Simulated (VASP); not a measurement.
Set up this calculation in VASP 6.6.1, as the native input.

```
Task                   : single point
Functional             : r2SCAN
Potentials or basis    : VASP PAW PBE potentials, release 64 (B, N)
Cutoff                 : 520 eV
k mesh                 : 12 × 12 × 6
Occupations            : gaussian, width 0.05 eV
Spin                   : no spin polarisation
Dipole correction      : no
Further INCAR settings : ALGO = Normal; EDIFF = 1e-07; NBANDS = 16
```

The system is BN.

```
B N
1.0
     2.55394    0.00000    0.00000
    -1.27697    2.21178    0.00000
     0.00000    0.00000    4.22685
B N
2 2
Direct
  0.66667 0.33333 0.99972
  0.33333 0.66667 0.49972
  0.66667 0.33333 0.67851
  0.33333 0.66667 0.12528
```

This cell differs from its parent crystal: atom 3 (N) moved by (+0.000, +0.225) A along x and z.

The input as run:

POSCAR

```
BN
1.0
    2.5539396017      0.0000000000      0.0000000000
   -1.2769698009      2.2117765748      0.0000000000
    0.0000000000      0.0000000000      4.2268550000
B N
2 2
Direct
    0.6666666667      0.3333333333      0.9997240000
    0.3333333333      0.6666666667      0.4997240000
    0.6666666667      0.3333333333      0.6785070666
    0.3333333333      0.6666666667      0.1252760000
```

INCAR.step1

```
PREC = Accurate
ENCUT = 520
ISMEAR = 0
SIGMA = 0.05
LREAL = False
LASPH = True
NELM = 60
NBANDS = 16
GGA = PE
ALGO = Normal
EDIFF = 1E-4
LWAVE = True
LCHARG = False
```

INCAR.step2

```
PREC = Accurate
ENCUT = 520
EDIFF = 1E-7
ISMEAR = 0
SIGMA = 0.05
LREAL = False
LASPH = True
NELM = 60
ALGO = Normal
ISIF = 2
LWAVE = False
LCHARG = False
METAGGA = R2SCAN
LMIXTAU = True
NBANDS = 16
ISTART = 1
```

KPOINTS

```
Automatic mesh
0
Gamma
  12 12 6
```

Potentials or basis: VASP PAW PBE potentials, release 64 (B, N).

The run is started by

```sh
$ cat potpaw_PBE.64/B/POTCAR potpaw_PBE.64/N/POTCAR > POTCAR
$ cp INCAR.step1 INCAR
$ mpirun -np 1 vasp_std > vasp.out
$ cp INCAR.step2 INCAR
$ mpirun -np 1 vasp_std > vasp.out
```

It gave:

```json
{"Pressure": "7.3 GPa", "Largest force": "11.488 eV/Å", "Band gap on the k mesh": "3.61 eV, indirect (least direct gap 7.62 eV)"}
```

Caveat: the cell differs from its parent crystal (atom 3 (N) moved by (+0.000, +0.225) A along x and z); the PAW data sets were made with another functional, which shifts forces and pressure a little.

Wall time 2 min on 1 thread of Intel(R) Xeon(R) Platinum 8559C (Emerald Rapids), with other jobs on the host, peak memory 0.15 GiB.
